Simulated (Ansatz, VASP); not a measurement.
## Two plane-wave programs on HfN

```
Hf N
1.0
     3.21578    0.00000    0.00000
     0.00000    3.21578    0.00000
     0.00000    0.00000   24.09559
Hf N
5 5
Direct
  0.50000 0.50000 0.31621
  0.00000 0.00000 0.40520
  0.50000 0.50000 0.50000
  0.00000 0.00000 0.59480
  0.50000 0.50000 0.68379
  0.00000 0.00000 0.30752
  0.50000 0.50000 0.40645
  0.00000 0.00000 0.50000
  0.50000 0.50000 0.59355
  0.00000 0.00000 0.69248
```

Alike in both runs: functional PBE; k mesh 11 × 11 × 1; occupations gaussian, width 0.1 eV; no spin polarisation.

Ansatz relaxed the structure, and its values are those at the end. VASP's run is a single point on that final structure, the one shown.

|  | VASP | Ansatz |
| --- | --- | --- |
| version | VASP 6.6.1 | Ansatz 0.2.0 |
| potentials or method | VASP PAW PBE potentials, release 64 (Hf_pv, N), cutoff 520 eV | scalar-relativistic, plane waves, PAW |
| valence electrons in the cell | 75 | 155 |

```csv
,VASP,Ansatz,Ansatz less VASP
gap on the k mesh at the Fermi level (eV),none,none,-
rms of the force components (eV/Å),0.027,0.001,-0.0267
```

A gap of «none» marks a metal or a gap that the smearing closes. VASP's potentials hold 75 valence electrons a cell and Ansatz's 155, so a difference there can come from the potentials and not from the codes. Ansatz's warnings: vacuum density over bound, xc potential rough in thin density.

Neither program's run includes spin-orbit coupling.
